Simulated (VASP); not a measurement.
# LaTl3H6 (P4/mmm) in VASP: further runs

LaTl3H6 is run at these levels: PBE; tasks: single point.

All numbers are computed with VASP 6.6.1; they aren't measurements. Logs are shortened: lines on timing, memory, paths and dates and some standing lists are left out, and cuts for length are marked.

## Step 1: The cell of the first run

Symmetry: P4/mmm, No. 123, tetragonal system. Conventional cell: a = 6.402 Å, b = 6.402 Å, c = 4.090 Å, α = 90.00°, β = 90.00°, γ = 90.00°. La (site symmetry 4/mmm) has 8 H at 2.28 Å within 3.0 Å. Tl (site symmetry mmm) has 4 H at 2.04 to 2.20 Å within 2.7 Å. Within 4.2 Å of Tl (site symmetry 4/mmm) lie 4 H at 3.20 Å and 10 Tl at 3.80 to 4.09 Å. Within 1.9 Å of H (site symmetry m2m) lie 2 H at 1.42 Å. H (site symmetry mmm) has 2 Tl at 2.04 Å within 2.7 Å.

## Step 2: Single point, PBE

Contents of INCAR:

```
SYSTEM = LaTl3H6
PREC = Accurate
ENCUT = 520
EDIFF = 1E-6
ISMEAR = 0
SIGMA = 0.1
LREAL = .FALSE.
LASPH = .TRUE.
NELM = 80
ALGO = Normal
ISIF = 2
LWAVE = .FALSE.
LCHARG = .FALSE.
GGA = PE
NBANDS = 39
```

Contents of KPOINTS:

```
regular mesh
0
G
  4 4 4
  0 0 0
```

Contents of POSCAR:

```
LaTl3H6
1.0
    6.4015861272      0.0000000000      0.0000000000
    0.0000000000      6.4015861272      0.0000000000
    0.0000000000      0.0000000000      4.0897704466
La Tl H
1 3 6
Direct
    0.5000000000      0.5000000000      0.0000000000
    0.5000000000      0.0000000000      0.5000000000
    0.0000000000      0.5000000000      0.5000000000
    0.0000000000      0.0000000000      0.0000000000
    0.6564951807      0.5000000000      0.5000000000
    0.3435048193      0.5000000000      0.5000000000
    0.5000000000      0.3435048193      0.5000000000
    0.5000000000      0.6564951807      0.5000000000
    0.5000000000      0.0000000000      0.0000000000
    0.0000000000      0.5000000000      0.0000000000
```

Potentials or basis: VASP PAW PBE potentials, release 64 (La, Tl_d, H).

Run with:

```
$ cat potpaw_PBE.64/La/POTCAR potpaw_PBE.64/Tl_d/POTCAR potpaw_PBE.64/H/POTCAR > POTCAR
$ mpirun -np 1 vasp_std > vasp.out
```

OUTCAR:

```text
SYSTEM = LaTl3H6
   PREC = Accurate
   ENCUT = 520
   EDIFF = 1E-6
   ISMEAR = 0
   LREAL = .FALSE.
   LASPH = .TRUE.
   NELM = 80
   ISIF = 2
   GGA = PE

 ion  position               nearest neighbor table
   1  0.500  0.500  0.000-   5 2.28   6 2.28   7 2.28   8 2.28   5 2.28   6 2.28   7 2.28   8 2.28
                             2 3.80   3 3.80   2 3.80   3 3.80   2 3.80   2 3.80   3 3.80   3 3.80
   2  0.500  0.000  0.500-   9 2.04   9 2.04   7 2.20   8 2.20   1 3.80   1 3.80   4 3.80   4 3.80
                             1 3.80   1 3.80   4 3.80   4 3.80
   3  0.000  0.500  0.500-  10 2.04  10 2.04   5 2.20   6 2.20   1 3.80   1 3.80   4 3.80   4 3.80
                             4 3.80   4 3.80   1 3.80   1 3.80
   4  0.000  0.000  0.000-   2 3.80   3 3.80   2 3.80   3 3.80   3 3.80   3 3.80   2 3.80   2 3.80

   5  0.656  0.500  0.500-   3 2.20   1 2.28   1 2.28
   6  0.344  0.500  0.500-   3 2.20   1 2.28   1 2.28
   7  0.500  0.344  0.500-   2 2.20   1 2.28   1 2.28
   8  0.500  0.656  0.500-   2 2.20   1 2.28   1 2.28
   9  0.500  0.000  0.000-   2 2.04   2 2.04
  10  0.000  0.500  0.000-   3 2.04   3 2.04

  LATTYP: Found a simple tetragonal cell.
 ALAT       =     6.4015861272
 C/A-ratio  =     0.6388683000

  Lattice vectors:

 A1 = (   6.4015861272,   0.0000000000,   0.0000000000)
 A2 = (   0.0000000000,   6.4015861272,   0.0000000000)
 A3 = (   0.0000000000,   0.0000000000,   4.0897704466)

Analysis of symmetry for initial positions (statically):
=====================================================================
 Subroutine PRICEL returns:
 Original cell was already a primitive cell.

 Routine SETGRP: Setting up the symmetry group for a
 simple tetragonal supercell.

 Subroutine GETGRP returns: Found 16 space group operations
 (whereof 16 operations were pure point group operations)
 out of a pool of 16 trial point group operations.

The static configuration has the point symmetry D_4h.

Analysis of symmetry for dynamics (positions and initial velocities):
=====================================================================
 Subroutine PRICEL returns:
 Original cell was already a primitive cell.

 Routine SETGRP: Setting up the symmetry group for a
 simple tetragonal supercell.

 Subroutine GETGRP returns: Found 16 space group operations
 (whereof 16 operations were pure point group operations)
 out of a pool of 16 trial point group operations.

The dynamic configuration has the point symmetry D_4h.

 Subroutine INISYM returns: Found 16 space group operations
 (whereof 16 operations are pure point group operations),
 and found     1 'primitive' translations

----------------------------------------------------------------------------------------

                                     Primitive cell

  volume of cell :     167.6000

  direct lattice vectors                    reciprocal lattice vectors
     6.401586127  0.000000000  0.000000000     0.156211286  0.000000000  0.000000000
     0.000000000  6.401586127  0.000000000     0.000000000  0.156211286  0.000000000
     0.000000000  0.000000000  4.089770447     0.000000000  0.000000000  0.244512501

  length of vectors
     6.401586127  6.401586127  4.089770447     0.156211286  0.156211286  0.244512501

  position of ions in fractional coordinates (direct lattice)
     0.500000000  0.500000000  0.000000000
     0.500000000  0.000000000  0.500000000
     0.000000000  0.500000000  0.500000000
     0.000000000  0.000000000  0.000000000
     0.656495181  0.500000000  0.500000000
     0.343504819  0.500000000  0.500000000
     0.500000000  0.343504819  0.500000000
     0.500000000  0.656495181  0.500000000
     0.500000000  0.000000000  0.000000000
     0.000000000  0.500000000  0.000000000

  ion indices of the primitive-cell ions
   primitive index   ion index
                 1           1
                 2           2
                 3           3
                 4           4
                 5           5
                 6           6
                 7           7
                 8           8
                 9           9
                10          10

----------------------------------------------------------------------------------------

 KPOINTS: regular mesh

Automatic generation of k-mesh.
 Grid dimensions read from file:
 generate k-points for:    4    4    4

 Generating k-lattice:

  Cartesian coordinates                     Fractional coordinates (reciprocal lattice)
     0.039052821  0.000000000  0.000000000     0.250000000  0.000000000  0.000000000
     0.000000000  0.039052821  0.000000000     0.000000000  0.250000000  0.000000000
     0.000000000  0.000000000  0.061128125     0.000000000  0.000000000  0.250000000

  Length of vectors
     0.039052821  0.039052821  0.061128125

  Shift w.r.t. Gamma in fractional coordinates (k-lattice)
     0.000000000  0.000000000  0.000000000

 Subroutine IBZKPT returns following result:
 ===========================================

 Found     18 irreducible k-points:

 Following reciprocal coordinates:
            Coordinates               Weight
  0.000000  0.000000  0.000000      1.000000
  0.250000  0.000000  0.000000      4.000000
  0.500000  0.000000  0.000000      2.000000
  0.250000  0.250000  0.000000      4.000000
  0.500000  0.250000  0.000000      4.000000
  0.500000  0.500000  0.000000      1.000000
[... 10 lines left out ...]
  0.500000  0.250000  0.500000      4.000000
  0.500000  0.500000  0.500000      1.000000
   k-points           NKPTS =     18   k-points in BZ     NKDIM =     18   number of bands    NBANDS=     39
   number of dos      NEDOS =    301   number of ions     NIONS =     10
   total plane-waves  NPLWV =  69120
   dimension x,y,z NGX =    48 NGY =   48 NGZ =   30
   dimension x,y,z NGXF=    96 NGYF=   96 NGZF=   60
   ions per type =               1   3   6
   NGX,Y,Z   is equivalent  to a cutoff of  12.47, 12.47, 12.19 a.u.
   NGXF,Y,Z  is equivalent  to a cutoff of  24.93, 24.93, 24.39 a.u.
 SYSTEM =  LaTl3H6
   PREC   = accura    normal or accurate (medium, high low for compatibility)
   ISTART =      0    job   : 0-new  1-cont  2-samecut
   ICHARG =      2    charge: 1-file 2-atom 10-const
   ISPIN  =      1    spin polarized calculation?
   LNONCOLLINEAR =      F non collinear calculations
   LSORBIT =      F    spin-orbit coupling
   LASPH  =      T    aspherical Exc in radial PAW
   ENCUT  =  520.0 eV  38.22 Ry    6.18 a.u.  11.90 11.90  7.60*2*pi/ulx,y,z
   NELM   =     80;   NELMIN=  2; NELMDL= -5     # of ELM steps
   EDIFF  = 0.1E-05   stopping-criterion for ELM
   LREAL  =      F    real-space projection
   EDIFFG = 0.1E-04   stopping-criterion for IOM
   NSW    =      0    number of steps for IOM
   IBRION =     -1    ionic relax: 0-MD 1-quasi-New 2-CG
   NFREE  =      0    steps in history (QN), initial steepest desc. (CG)
   ISIF   =      2    stress and relaxation
   ISYM   =      2    0-nonsym 1-usesym 2-fastsym
   POTIM  = 0.5000    time-step for ionic-motion
   TEBEG  =    0.0;   TEEND  =   0.0 temperature during run
   PSTRESS=    0.0 pullay stress
   NELECT =      56.0000    total number of electrons
   NUPDOWN=      -1.0000    fix difference up-down
   EMIN   =  10.00;   EMAX   =-10.00  energy-range for DOS
   EFERMI =   0.00;   METHOD = LEGACY
   ISMEAR =     0;   SIGMA  =   0.10  broadening in eV -4-tet -1-fermi 0-gaus
   EFERMI_NEDOS =   21; number of points for ismear=-14 and -15
   IALGO  =     38    algorithm
   IMIX   =      4    mixing-type and parameters
     AMIX     =   0.40;   BMIX     =  1.00
     AMIX_MAG =   1.60;   BMIX_MAG =  1.00
  volume/ion in A,a.u.               =      16.76       113.10
  Fermi-wavevector in a.u.,A,eV,Ry     =   1.136003  2.146734 17.558356  1.290503
  Thomas-Fermi vector in A             =   2.272708
   LORBIT       =      0    0 simple, 1 ext, 2 COOP (PROOUT), +10 PAW based schemes
   GGA     = PE    functional components
   LHFCALC =     F    Hartree Fock is set to
   AEXX    =    0.0000 exact exchange contribution
   IVDW    =     0    specifies the selected vdW correction
   LEPSILON=     F    determine dielectric tensor
   LRPA    =     F    only Hartree local field effects (RPA)
 non-spin polarized calculation
 Gauss-broadening in eV      SIGMA  =   0.10
  energy-cutoff  :      520.00
  volume of cell :      167.60
 maximum number of plane-waves:      4539
 NGX is ok and might be reduce to    48
   NGX = 23   NGY = 23   NGZ = 15

 number of electron      56.0000005 magnetization

 Free energy of the ion-electron system (eV)
  ---------------------------------------------------
  ext. energy  EPLUGINS =         0.00000000
  ---------------------------------------------------
  free energy    TOTEN  =       -29.51558386 eV

  energy without entropy =      -29.51084984  energy(sigma->0) =      -29.51321685

 E-fermi :   4.9326     XC(G=0):  -9.1385

 val. band max:        4.8055304613   @ k =   0.5000   0.5000   0.2500
 cond. band min:       4.9356289365   @ k =   0.2500   0.0000   0.5000
 fundamental gap:      0.1300984752
 Fermi energy:         4.9326398588

 k-point     1 :       0.0000    0.0000    0.0000
  band No.  band energies     occupation
      1     -28.1706      2.00000
      2     -12.0347      2.00000
      3     -12.0347      2.00000
      4     -11.7997      2.00000
      5      -7.1212      2.00000
      6      -7.0635      2.00000
[... 31 lines left out ...]
     38       7.0508      0.00000
     39       7.0508      0.00000

 k-point     2 :       0.2500    0.0000    0.0000
  band No.  band energies     occupation
      1     -28.1705      2.00000
      2     -12.0452      2.00000
      3     -12.0348      2.00000
      4     -11.8006      2.00000
      5      -7.1007      2.00000
      6      -7.0616      2.00000
[... 31 lines left out ...]
     38       7.0276      0.00000
     39       7.1494      0.00000

 k-point     3 :       0.5000    0.0000    0.0000
  band No.  band energies     occupation
      1     -28.1705      2.00000
      2     -12.0557      2.00000
      3     -12.0350      2.00000
      4     -11.8014      2.00000
      5      -7.0706      2.00000
      6      -7.0704      2.00000
[... 31 lines left out ...]
     38       7.3744      0.00000
     39       7.4196      0.00000

 k-point     4 :       0.2500    0.2500    0.0000
  band No.  band energies     occupation
      1     -28.1705      2.00000
      2     -12.0454      2.00000
      3     -12.0451      2.00000
      4     -11.8014      2.00000
      5      -7.0848      2.00000
      6      -7.0581      2.00000
[... 31 lines left out ...]
     38       6.9723      0.00000
     39       7.4620      0.00000
[... 502 lines left out ...]
     38       7.0032      0.00000
     39       7.4949      0.00000

 k-point    17 :       0.5000    0.2500    0.5000
  band No.  band energies     occupation
      1     -28.1240      2.00000
      2     -12.8173      2.00000
      3     -11.9328      2.00000
      4     -11.9328      2.00000
      5      -6.7155      2.00000
      6      -6.7065      2.00000
[... 31 lines left out ...]
     38       7.0681      0.00000
     39       7.7348      0.00000

 k-point    18 :       0.5000    0.5000    0.5000
  band No.  band energies     occupation
      1     -28.1240      2.00000
      2     -12.8116      2.00000
      3     -11.9325      2.00000
      4     -11.9325      2.00000
      5      -6.7266      2.00000
      6      -6.7266      2.00000
[... 31 lines left out ...]
     38       6.9032      0.00000
     39       7.7387      0.00000

------------------------ aborting loop because EDIFF is reached ----------------------------------------

  FORCE on cell =-STRESS in cart. coord.  units (eV):
  Direction    XX          YY          ZZ          XY          YZ          ZX
  --------------------------------------------------------------------------------------
  -------------------------------------------------------------------------------------
  Total        0.2719352      0.2719352     -0.1191429      0.0000000      0.0000000      0.0000000
  in kB        2.5995721      2.5995721     -1.1389499      0.0000000      0.0000000      0.0000000
  external PRESSURE =       1.3533981 kB  Pullay stress =       0.0000000 kB

 VOLUME and BASIS-vectors are now :
 -----------------------------------------------------------------------------
  energy-cutoff  :      520.00
  volume of cell :      167.60
      direct lattice vectors                 reciprocal lattice vectors
     6.401586127  0.000000000  0.000000000     0.156211286  0.000000000  0.000000000
     0.000000000  6.401586127  0.000000000     0.000000000  0.156211286  0.000000000
     0.000000000  0.000000000  4.089770447     0.000000000  0.000000000  0.244512501

 POSITION                                       TOTAL-FORCE (eV/Angst)
 -----------------------------------------------------------------------------------
      3.20079      3.20079      0.00000         0.000000      0.000000      0.000000
      3.20079      0.00000      2.04489         0.000000      0.000000      0.000000
      0.00000      3.20079      2.04489         0.000000      0.000000      0.000000
      0.00000      0.00000      0.00000         0.000000      0.000000      0.000000
      4.20261      3.20079      2.04489         0.018432      0.000000      0.000000
      2.19898      3.20079      2.04489        -0.018432     -0.000000      0.000000
      3.20079      2.19898      2.04489         0.000000     -0.018432     -0.000000
      3.20079      4.20261      2.04489         0.000000      0.018432      0.000000
      3.20079      0.00000      0.00000         0.000000      0.000000      0.000000
      0.00000      3.20079      0.00000         0.000000      0.000000      0.000000
 -----------------------------------------------------------------------------------
    total drift:                                0.000000      0.000000     -0.000000

  FREE ENERGIE OF THE ION-ELECTRON SYSTEM (eV)
  ---------------------------------------------------
  free  energy   TOTEN  =       -29.5155838584 eV

  energy  without entropy=      -29.5108498366  energy(sigma->0) =      -29.51321685
```

Wall time 69 s (1 thread of Intel Xeon 6975P-C (Granite Rapids), shared host); peak memory 0.32 GiB.

Results:

| Item | Value |
| --- | --- |
| Free energy | -29.5156 eV |
| Pressure | 0.1 GPa |
| Largest force | 0.018 eV/Å |
| Band gap on the k mesh | zero (band 28 reaches 6.07 eV, above the bottom of band 29 at 4.23 eV) |

Forces in eV/Å, atoms in the order of the input:
```
La   0.000  0.000  0.000
Tl   0.000  0.000  0.000
Tl   0.000  0.000  0.000
Tl   0.000  0.000  0.000
H    0.018  0.000  0.000
H   -0.018  0.000  0.000
H    0.000 -0.018  0.000
H    0.000  0.018  0.000
H    0.000  0.000  0.000
H    0.000  0.000  0.000
```

Stress tensor (GPa, compression positive):
```
 0.26  0.00  0.00
 0.00  0.26  0.00
 0.00  0.00 -0.11
```

Caveat: the k points lie up to 0.38 Å⁻¹ apart; spin-orbit coupling is left out, which moves the levels of the heavy elements.

## Step 3: Single point, PBE

This run uses another cell than the first one, of 17.56 Å³/atom, 1.047 times its volume.

Edit INCAR of step 2 so:

```diff
@@ -8,3 +8,3 @@
 LASPH = .TRUE.
-NELM = 80
+NELM = 100
 ALGO = Normal
```

Contents of KPOINTS:

```
Automatic mesh
0
G
  4 4 4
  0 0 0
```

Contents of POSCAR:

```
LaTl3H6
1.0
    5.6790868500      0.0000000000      0.0000000000
    0.0000000000      5.6790868500      0.0000000000
    0.0000000000      0.0000000000      5.4431695700
La Tl H
1 3 6
Direct
    0.5000000000      0.5000000000      0.0000000000
    0.5000000000      0.0000000000      0.5000000000
    0.0000000000      0.5000000000      0.5000000000
    0.0000000000      0.0000000000      0.0000000000
    0.6472348100      0.5000000000      0.5000000000
    0.3527651900      0.5000000000      0.5000000000
    0.5000000000      0.3527651900      0.5000000000
    0.5000000000      0.6472348100      0.5000000000
    0.5000000000      0.0000000000      0.0000000000
    0.0000000000      0.5000000000      0.0000000000
```

Potentials or basis: VASP PAW PBE potentials, release 64 (La, Tl_d, H).

Run with:

```
$ cat potpaw_PBE.64/La/POTCAR potpaw_PBE.64/Tl_d/POTCAR potpaw_PBE.64/H/POTCAR > POTCAR
$ mpirun -np 1 vasp_std > vasp.out
```

Wall time 72 s (1 thread of Intel Xeon 6975P-C (Granite Rapids), shared host); peak memory 0.33 GiB.

The run converged. Its results:

```
Free energy            : -27.4831 eV
Pressure               : -2.9 GPa
Largest force          : 0.534 eV/Å
Band gap on the k mesh : zero (band 28 reaches 5.32 eV, above the bottom of band 29 at 4.21 eV)
```

Forces on the atoms (eV/Å):
```
La   0.000  0.000  0.000
Tl   0.000  0.000  0.000
Tl   0.000  0.000  0.000
Tl   0.000  0.000  0.000
H    0.534  0.000  0.000
H   -0.534  0.000  0.000
H    0.000 -0.534  0.000
H    0.000  0.534  0.000
H    0.000  0.000  0.000
H    0.000  0.000  0.000
```

Stress tensor (GPa, compression positive):
```
-1.89  0.00  0.00
 0.00 -1.89  0.00
 0.00  0.00 -4.87
```

Levels at points of the mesh, in eV from the Fermi level:
| k point | band 24 | band 25 | band 26 | band 27 | band 28 | band 29 | band 30 | band 31 | band 32 | band 33 |
| --- | --- | --- | --- | --- | --- | --- | --- | --- | --- | --- |
| (0.00, 0.00, 0.00) | -4.55 | -3.98 | -2.24 | -1.73 | -1.00 | -0.15 | -0.15 | 0.42 | 0.64 | 0.65 |
| (0.50, 0.00, 0.00) | -4.34 | -2.61 | -2.07 | -1.15 | -1.15 | 0.07 | 0.23 | 0.53 | 0.62 | 0.64 |
| (0.50, 0.50, 0.00) | -2.82 | -2.82 | -0.73 | -0.73 | 0.07 | 0.17 | 0.31 | 0.55 | 0.55 | 0.56 |
| (0.00, 0.00, 0.50) | -4.81 | -4.81 | -4.03 | -2.34 | -0.19 | 0.36 | 0.36 | 0.62 | 0.62 | 0.63 |
| (0.50, 0.00, 0.50) | -4.83 | -4.64 | -2.60 | -0.44 | -0.30 | 0.00 | 0.39 | 0.45 | 0.47 | 0.56 |
| (0.50, 0.50, 0.50) | -4.18 | -4.18 | -2.09 | 0.23 | 0.36 | 0.39 | 0.39 | 0.52 | 0.56 | 0.56 |

Caveat: spin-orbit coupling is left out, which moves the levels of the heavy elements.
